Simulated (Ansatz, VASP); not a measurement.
# Two plane-wave programs on Cs

```
Cs
1.0
    -3.13489    3.13489    3.13489
     3.13489   -3.13489    3.13489
     3.13489    3.13489   -3.13489
Cs
1
Direct
  0.00000 0.00000 0.00000
```

Alike in both runs: task single point; functional r2SCAN; k mesh 7 × 7 × 7; occupations fermi-dirac, width 0.03 eV; no spin polarisation.

```csv
,VASP,Ansatz
version,VASP 6.6.1,Ansatz 0.2.0
potentials or method,"VASP PAW PBE potentials, release 64 (Cs_sv), cutoff 520 eV","plane waves (500 eV) with PAW, scalar-relativistic"
valence electrons in the cell,9,9
```

|  | VASP | Ansatz | Ansatz less VASP |
| --- | --- | --- | --- |
| pressure (GPa) | -0.1 | 0.0 | +0.06 |

VASP's potentials were made for PBE, not for r2SCAN. The functional is the same, so the differences come from potentials, cutoffs and numerics.

Spin-orbit coupling is off throughout.
